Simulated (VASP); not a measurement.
Ir: single point with PBEsol

Crystal: Ir.

```
Ir
1.0
     0.00000    1.92811    1.92811
     1.92811    0.00000    1.92811
     1.92811    1.92811    0.00000
Ir
1
Cartesian
  0.0000 0.0000 0.0000
```

* Program: VASP 6.6.1
* Task: single point
* Functional: PBEsol
* Potentials or basis: VASP PAW PBE potentials, release 64 (Ir)
* Cutoff: 520 eV
* k mesh: 19 × 19 × 19
* Occupations: fermi-dirac, width 0.05 eV
* Spin: no spin polarisation
* Dipole correction: no
* Further INCAR settings: ALGO = Normal; EDIFF = 1e-06; NBANDS = 10

The pressure is -6.4 GPa.

Levels at points of the mesh, in eV from the Fermi level:
| k point | band 1 | band 2 | band 3 | band 4 | band 5 | band 6 | band 7 | band 8 |
| --- | --- | --- | --- | --- | --- | --- | --- | --- |
| (0.00, 0.00, 0.00) | -11.03 | -3.80 | -3.80 | -3.80 | -1.14 | -1.14 | 14.36 | 19.86 |

Wall time 36 s on 1 thread of Intel(R) Xeon(R) Platinum 8375C CPU @ 2.90GHz (Ice Lake), with other jobs on the host, peak memory 0.15 GiB.

Caveat: the PAW data sets were made with another functional, which shifts forces and pressure a little; spin-orbit coupling is left out, which moves the levels of the heavy elements.
